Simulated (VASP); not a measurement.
**BaTiO3: single point with r2SCAN+U**

The system is BaTiO3.

```
Ba Ti O
1.0
     2.79430    1.61537    2.28463
    -2.79430    1.61537    2.28463
     0.00000   -3.35329    2.37101
Ba Ti O
1 1 3
Direct
  0.99422 0.99422 0.00457
  0.49421 0.49421 0.51897
  0.49423 0.99422 0.48680
  0.49422 0.49422 0.97396
  0.99422 0.49423 0.48680
```

```yaml
Program: VASP 6.6.1
Task: single point
Functional: r2SCAN
Potentials_or_basis: VASP PAW PBE potentials, release 64 (Ba_sv, Ti_sv, O)
Cutoff: 520 eV
k_mesh: 6 × 6 × 6
Occupations: gaussian, width 0.02 eV
Spin: no spin polarisation
Hubbard_terms: Ti d U = 4.0 eV
```

* Pressure: 6.2 GPa
* Largest force: 0.579 eV/Å
* Band gap on the k mesh: 2.75 eV, indirect (least direct gap 3.19 eV)

Forces in eV/Å, atoms in the order of the input:
```
Ba   0.000  0.025 -0.018
Ti   0.000  0.460 -0.325
O    0.000 -0.006  0.004
O    0.000 -0.473  0.334
O    0.000 -0.006  0.004
```

Stress tensor (GPa, compression positive):
```
7.39 0.00 0.00
0.00 5.08 1.39
0.00 1.39 6.04
```

Levels at points of the mesh, in eV from the valence-band top:
| k point | band 17 | band 18 | band 19 | band 20 | band 21 | band 22 | band 23 | band 24 |
| --- | --- | --- | --- | --- | --- | --- | --- | --- |
| (0.00, 0.00, 0.00) | -1.33 | -0.58 | -0.45 | -0.44 | 2.75 | 2.96 | 2.97 | 4.43 |
| (0.50, 0.00, 0.00) | -1.90 | -1.75 | -1.26 | -1.11 | 3.12 | 4.39 | 4.45 | 4.47 |
| (0.00, 0.50, 0.00) | -1.90 | -1.75 | -1.26 | -1.11 | 3.12 | 4.39 | 4.45 | 4.47 |
| (0.50, 0.50, 0.00) | -2.07 | -0.99 | -0.98 | -0.07 | 4.50 | 4.50 | 4.81 | 4.97 |
| (0.00, 0.00, 0.50) | -1.85 | -1.84 | -0.84 | -0.83 | 2.91 | 4.30 | 4.30 | 4.46 |
| (0.50, 0.00, 0.50) | -2.01 | -1.12 | -1.07 | -0.35 | 4.32 | 4.49 | 4.77 | 5.29 |
| (0.00, 0.50, 0.50) | -2.01 | -1.12 | -1.07 | -0.35 | 4.32 | 4.49 | 4.77 | 5.29 |
| (0.50, 0.50, 0.50) | -2.40 | -0.25 | -0.25 | 0.00 | 5.01 | 5.01 | 5.17 | 6.98 |

Eigenvalues of the final occupation matrices:
| site | spin | trace | eigenvalues |
| --- | --- | --- | --- |
| site 2 d | 1 | 0.78 | 0.10 0.10 0.10 0.24 0.24 |
| site 2 d | 2 | 0.78 | 0.10 0.10 0.10 0.24 0.24 |

It took 8.5 min on 1 thread of AMD EPYC 7R43 64-Core Processor (Zen 3) (shared host), peak memory 0.3 GiB.

Caveat: the PAW data sets were made with another functional, which shifts forces and pressure a little; spin-orbit coupling is left out, which moves the levels of the heavy elements. A k mesh can miss the band edges.
